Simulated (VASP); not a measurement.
Input of a VASP 6.6.1 run:

File INCAR:

```
SYSTEM = TiAl
ALGO = Fast
EDIFF = 1E-6
ENCUT = 520
GGA = PS
ISIF = 2
ISMEAR = 0
LASPH = .True.
LCHARG = .True.
LELF = .True.
LREAL = .False.
LVHAR = .True.
LWAVE = .False.
NBANDS = 14
NELM = 60
PREC = Accurate
SIGMA = 0.15
```

The input KPOINTS:

```
k-points
0
Gamma
  18 18 10
  0 0 0
```

File POSCAR:

```
TiAl
1.0
    2.8672622327      0.0000000000      0.0000000000
   -1.4336311163      2.5327843715      0.0000000000
    0.0000000000      0.0000000000      4.6780830000
Ti Al
1 1
Direct
    0.0000000000      0.0000000000      0.0000000000
    0.3333333333      0.6666666667      0.5000000000
```

Potentials or basis: VASP PAW PBE potentials, release 64 (Ti_sv, Al).

Run with:

```bash
$ cat potpaw_PBE.64/Ti_sv/POTCAR potpaw_PBE.64/Al/POTCAR > POTCAR
$ mpirun -np 1 vasp_std > vasp.out
```

Q: What does it give for the largest force?

A: 0.055 eV/Å.

Q: Estimate the pressure.

A: -4.7 GPa.

Forces in eV/Å, atoms in the order of the input:
```
Ti   0.000  0.055  0.000
Al   0.000 -0.055  0.000
```

Caveat: the cell differs from its parent crystal (strain +0.0200 x Voigt [0, 1, 0, 0, 0, 0]); the PAW data sets were made with another functional, which shifts forces and pressure a little.
